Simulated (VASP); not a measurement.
Here is a VASP 6.6.1 calculation.

INCAR

```
SYSTEM = Te2Mo
PREC = Accurate
ENCUT = 520
EDIFF = 1E-7
ISMEAR = -1
SIGMA = 0.05
LREAL = .FALSE.
LASPH = .TRUE.
NELM = 60
ALGO = Normal
ISIF = 2
LWAVE = .FALSE.
LCHARG = .FALSE.
NBANDS = 20
```

The input KPOINTS:

```
regular mesh
0
G
  9 9 2
  0 0 0
```

The input POSCAR:

```
Te2Mo
1.0
    3.5602328140      0.0000000000      0.0000000000
   -1.7801164070      3.0832520603      0.0000000000
    0.0000000000      0.0000000000     17.5240578200
Te Mo
2 1
Direct
    0.3333333333      0.6666666667      0.1021445500
    0.3333333333      0.6666666667      0.8978554500
    0.0000000000      0.0000000000      0.0000000000
```

Potentials or basis: VASP PAW LDA potentials, release 64 (Te, Mo_sv).

Run with:

```bash
$ cat potpaw_LDA.64/Te/POTCAR potpaw_LDA.64/Mo_sv/POTCAR > POTCAR
$ mpirun -np 1 vasp_std > vasp.out
```

Q: Estimate the largest force.

A: 0.370 eV/Å.

Q: Estimate the band gap on the k mesh.

A: 1.04 eV.

Forces in eV/Å, atoms in the order of the input:
```
Te   0.000  0.000 -0.370
Te   0.000  0.000  0.370
Mo   0.000  0.000  0.000
```

Caveat: there is no dipole correction, which matters where the two faces differ; spin-orbit coupling is left out, which moves the levels of the heavy elements.
